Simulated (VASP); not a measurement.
# Zr (P6_3/mmc) in VASP: notebook, part 2 of 2

VASP 6.6.1. Earlier steps stand in the parts before.

## 3. Single point, BLYP+D4

This run uses another cell than the first one, of 23.51 Å³/atom, 1.010 times its volume.

INCAR

```
SYSTEM = Zr
PREC = Accurate ; ENCUT = 520
EDIFF = 1E-6 ; ISMEAR = -1
SIGMA = 0.05 ; LREAL = .FALSE.
LASPH = .TRUE. ; NELM = 80
ALGO = Normal ; ISIF = 2
LWAVE = .FALSE. ; LCHARG = .FALSE.
GGA = B5 ; ALDAX = 1.0
AGGAX = 1.0 ; AGGAC = 1.0
ALDAC = 0.0 ; IVDW = 13
VDW_S6 = 1.0 ; VDW_S8 = 2.34076671
VDW_A1 = 0.44488865 ; VDW_A2 = 4.0933009
NBANDS = 19
```

KPOINTS

```
regular mesh
0
G
  9 9 5
  0 0 0
```

POSCAR

```
Zr
1.0
    3.2320606754      0.0000000000      0.0000000000
   -1.6160303377      2.7990466515      0.0000000000
    0.0000000000      0.0000000000      5.1976452353
Zr
2
Direct
    0.6666666667      0.3333333333      0.7500000000
    0.3333333333      0.6666666667      0.2500000000
```

Potentials or basis: VASP PAW PBE potentials, release 64 (Zr_sv).

Run with:

```
cat potpaw_PBE.64/Zr_sv/POTCAR > POTCAR
mpirun -np 1 vasp_std > vasp.out
```

OUTCAR:

```text
SYSTEM = Zr
   PREC = Accurate
   ENCUT = 520
   EDIFF = 1E-6
   ISMEAR = -1
   LREAL = .FALSE.
   LASPH = .TRUE.
   NELM = 80
   ISIF = 2
   GGA = B5
   IVDW = 13

 ion  position               nearest neighbor table
   1  0.667  0.333  0.750-   2 3.20   2 3.20   2 3.20   2 3.20   2 3.20   2 3.20
   2  0.333  0.667  0.250-   1 3.20   1 3.20   1 3.20   1 3.20   1 3.20   1 3.20

  LATTYP: Found a hexagonal cell.
 ALAT       =     3.2320606754
 C/A-ratio  =     1.6081521225

  Lattice vectors:

 A1 = (   3.2320606754,   0.0000000000,   0.0000000000)
 A2 = (  -1.6160303377,   2.7990466515,   0.0000000000)
[... 717 lines left out ...]

  Edisp (eV):   -0.73717

  FORCE on cell =-STRESS in cart. coord.  units (eV):
  Direction    XX          YY          ZZ          XY          YZ          ZX
  --------------------------------------------------------------------------------------
  -------------------------------------------------------------------------------------
  Total       0.01842     0.01842     0.05175     0.00000    -0.00000     0.00000
  in kB       0.62779     0.62779     1.76320     0.00000    -0.00000     0.00000
  external pressure =        1.01 kB  Pullay stress =        0.00 kB

 VOLUME and BASIS-vectors are now :
 -----------------------------------------------------------------------------
  energy-cutoff  :      520.00
  volume of cell :       47.02
      direct lattice vectors                 reciprocal lattice vectors
     3.232060675  0.000000000  0.000000000     0.309400132  0.178632250  0.000000000
    -1.616030338  2.799046651  0.000000000     0.000000000  0.357264499  0.000000000
     0.000000000  0.000000000  5.197645235     0.000000000  0.000000000  0.192394816

 POSITION                                       TOTAL-FORCE (eV/Angst)
 -----------------------------------------------------------------------------------
      1.61603      0.93302      3.89823        -0.000000      0.000000      0.000000
     -0.00000      1.86603      1.29941         0.000000      0.000000      0.000000
 -----------------------------------------------------------------------------------
    total drift:                               -0.000000      0.000000     -0.000000

  FREE ENERGIE OF THE ION-ELECTRON SYSTEM (eV)
  ---------------------------------------------------
  free  energy   TOTEN  =       -15.3961896459 eV

  energy  without entropy=      -15.3785783641  energy(sigma->0) =      -15.38738400
```

OSZICAR:

```text
N       E                     dE             d eps       ncg     rms          rms(c)
DAV:   1     0.222568763103E+03    0.22257E+03   -0.13325E+04  1368   0.126E+03
DAV:   2     0.150615112996E+01   -0.22106E+03   -0.21675E+03  1599   0.370E+02
DAV:   3    -0.148313597917E+02   -0.16338E+02   -0.16084E+02  2466   0.728E+01
DAV:   4    -0.152278843010E+02   -0.39652E+00   -0.39613E+00  1651   0.120E+01
DAV:   5    -0.152414029392E+02   -0.13519E-01   -0.13517E-01  1994   0.147E+00    0.139E+01
DAV:   6    -0.147377513140E+02    0.50365E+00   -0.82163E-01  1452   0.679E+00    0.553E+00
DAV:   7    -0.146522291984E+02    0.85522E-01   -0.49265E-01  1895   0.468E+00    0.104E+00
DAV:   8    -0.146590627473E+02   -0.68335E-02   -0.36680E-02  1789   0.143E+00    0.175E-01
DAV:   9    -0.146590494885E+02    0.13259E-04   -0.11101E-03  1690   0.287E-01    0.389E-02
DAV:  10    -0.146590183298E+02    0.31159E-04   -0.57408E-05  1747   0.590E-02    0.133E-02
DAV:  11    -0.146590199841E+02   -0.16543E-05   -0.75322E-06  1506   0.239E-02    0.526E-03
DAV:  12    -0.146590206216E+02   -0.63751E-06   -0.44225E-07   855   0.604E-03
   1 F= -.15396190E+02 E0= -.15387384E+02  d E =-.176113E-01
```

stdout:

```text
POSCAR found type information on POSCAR Zr
 POSCAR found :  1 types and       2 ions
 scaLAPACK will be used
 -----------------------------------------------------------------------------
|                                                                             |
|                                                                             |
|     You enforced a specific xc type in the INCAR file but a different       |
|     I HOPE YOU KNOW WHAT YOU ARE DOING!                                     |
|                                                                             |
 -----------------------------------------------------------------------------

 LDA part: xc-table for (Slater(with rela. corr.)+VWN5), standard interpolation
 POSCAR, INCAR and KPOINTS ok, starting setup
 FFT: planning ... GRIDC
 FFT: planning ... GRID_SOFT
 FFT: planning ... GRID
 WAVECAR not read
 entering main loop
```

Run time: 14 s. Hardware: 1 thread of Intel Xeon 6975P-C (Granite Rapids), shared host; peak memory 0.16 GiB.

What came out:

```
Free energy                : -15.3962 eV
Pressure                   : 0.1 GPa
Band gap on the k mesh     : zero (band 12 reaches 10.20 eV, above the bottom of band 13 at 9.14 eV)
Dispersion energy per atom : -0.369 eV
```

Caveat: the PAW data sets were made with another functional, which shifts forces and pressure a little; pairwise dispersion overbinds metals, which lowers pressure and volume.

## 4. Single point, PBEsol+U

INCAR

```
  PREC = Accurate
  ENCUT = 520
  EDIFF = 1E-7
  ISMEAR = -1
  SIGMA = 0.05
  LREAL = F
  LASPH = T
  NELM = 150
  ALGO = Normal
  ISIF = 2
  LWAVE = F
  LCHARG = T
  LMAXMIX = 4
  LDAU = T
  LDAUTYPE = 2
  LDAUL = 2
  LDAUU = 2
  LDAUJ = 0
  LDAUPRINT = 1
  GGA = PS
  LELF = T
  LVHAR = T
  NBANDS = 19
```

KPOINTS

```
Automatic mesh
0
Gamma
  9 9 5
```

POSCAR

```
Zr
1.0
    3.2320000000      0.0000000000      0.0000000000
   -1.6160000000      2.7989941050      0.0000000000
    0.0000000000      0.0000000000      5.1470000000
Zr
2
Direct
    0.6666666667      0.3333333333      0.7500000000
    0.3333333333      0.6666666667      0.2500000000
```

Potentials or basis: VASP PAW PBE potentials, release 64 (Zr_sv).

Run with:

```
cat potpaw_PBE.64/Zr_sv/POTCAR > POTCAR
mpirun -np 1 vasp_std > vasp.out
```

OUTCAR:

```text
PREC = Accurate
   ENCUT = 520
   EDIFF = 1E-7
   ISMEAR = -1
   LREAL = F
   LASPH = T
   NELM = 150
   ISIF = 2
   GGA = PS

 ion  position               nearest neighbor table
   1  0.667  0.333  0.750-   2 3.18   2 3.18   2 3.18   2 3.18   2 3.18   2 3.18
   2  0.333  0.667  0.250-   1 3.18   1 3.18   1 3.18   1 3.18   1 3.18   1 3.18

  LATTYP: Found a hexagonal cell.
 ALAT       =     3.2320000000
 C/A-ratio  =     1.5925123762

  Lattice vectors:

 A1 = (   3.2320000000,   0.0000000000,   0.0000000000)
[... 259 lines left out ...]
      3     -18.5865      2.00000
      4     -17.7111      2.00000
      5     -17.7111      2.00000
      6     -17.5809      2.00000
[... 505 lines left out ...]
      6     -17.9814      2.00000
[... 11 lines left out ...]
     18      13.7375      0.00000
     19      15.6887      0.00000

 [... further k-points ...]
[... 5 lines left out ...]
  --------------------------------------------------------------------------------------
  -------------------------------------------------------------------------------------
  Total        0.4858161      0.4858161      0.6080962      0.0000000      0.0000000      0.0000000
  in kB       16.7168707     16.7168707     20.9245118      0.0000000      0.0000000      0.0000000
  external PRESSURE =      18.1194177 kB  Pullay stress =       0.0000000 kB

 VOLUME and BASIS-vectors are now :
 -----------------------------------------------------------------------------
  energy-cutoff  :      520.00
  volume of cell :       46.56
      direct lattice vectors                 reciprocal lattice vectors
     3.232000000  0.000000000  0.000000000     0.309405941  0.178635603  0.000000000
    -1.616000000  2.798994105  0.000000000     0.000000000  0.357271206  0.000000000
     0.000000000  0.000000000  5.147000000     0.000000000  0.000000000  0.194287935

 POSITION                                       TOTAL-FORCE (eV/Angst)
 -----------------------------------------------------------------------------------
      1.61600      0.93300      3.86025         0.000000      0.000000      0.000000
     -0.00000      1.86600      1.28675        -0.000000      0.000000      0.000000
 -----------------------------------------------------------------------------------
    total drift:                               -0.000000      0.000000     -0.000000

  FREE ENERGIE OF THE ION-ELECTRON SYSTEM (eV)
  ---------------------------------------------------
  free  energy   TOTEN  =       -15.4720666742 eV

  energy  without entropy=      -15.4596506958  energy(sigma->0) =      -15.46585869
```

stdout:

```text
POSCAR found type information on POSCAR Zr
 POSCAR found :  1 types and       2 ions
 scaLAPACK will be used
 -----------------------------------------------------------------------------
|                                                                             |
|                                                                             |
|     You enforced a specific xc type in the INCAR file but a different       |
|     I HOPE YOU KNOW WHAT YOU ARE DOING!                                     |
|                                                                             |
 -----------------------------------------------------------------------------

 LDA part: xc-table for (Slater+PW92), standard interpolation
 POSCAR, INCAR and KPOINTS ok, starting setup
 FFT: planning ... GRIDC
 FFT: planning ... GRID_SOFT
 FFT: planning ... GRID
 WAVECAR not read
 entering main loop
```

It took 9.2 s on 1 thread of Intel Xeon 6975P-C (Granite Rapids), shared host; peak memory 0.16 GiB.

Results:

* Free energy: -15.4721 eV
* Pressure: 1.8 GPa
* Band gap on the k mesh: zero (band 12 reaches 10.14 eV, above the bottom of band 13 at 8.88 eV)

Stress tensor (GPa, compression positive):
```
1.67 0.00 0.00
0.00 1.67 0.00
0.00 0.00 2.09
```

Eigenvalues of the final occupation matrices:
```tsv
site	spin	trace	eigenvalues
site 1 d	1	0.78	0.13 0.13 0.17 0.17 0.18
site 1 d	2	0.78	0.13 0.13 0.17 0.17 0.18
site 2 d	1	0.78	0.13 0.13 0.17 0.17 0.18
site 2 d	2	0.78	0.13 0.13 0.17 0.17 0.18
```

Caveat: the PAW data sets were made with another functional, which shifts forces and pressure a little; U without spin polarisation on a metal has little footing; the U is typed as a test and isn't derived for this compound.

## 5. Summary

```tsv
level	potentials or basis	U	cell	gap on the mesh (eV)	pressure (GPa)
LDA	VASP PAW LDA potentials, release 64 (Zr_sv)	-	a = 3.232, b = 3.232, c = 5.147 Å, angles 90.0, 90.0, 120.0°, 2 atoms	none	-6.0
BLYP+D4	VASP PAW PBE potentials, release 64 (Zr_sv)	-	a = 3.232, b = 3.232, c = 5.198 Å, angles 90.0, 90.0, 120.0°, 2 atoms	none	0.1
PBEsol+U	VASP PAW PBE potentials, release 64 (Zr_sv)	Zr d U = 2.0 eV	a = 3.232, b = 3.232, c = 5.147 Å, angles 90.0, 90.0, 120.0°, 2 atoms	none	1.8
```

Alike in all rows: task single point; no spin polarisation; k mesh 9 × 9 × 5; cutoff (eV) 520; smearing fermi-dirac 0.05 eV.

Caveats: the PAW data sets were made with another functional, which shifts forces and pressure a little (some runs); pairwise dispersion overbinds metals, which lowers pressure and volume (some runs); U without spin polarisation on a metal has little footing (some runs); the U is typed as a test and isn't derived for this compound (some runs).

Total energies depend on the potentials used, so only differences within one code and one set of settings carry meaning.
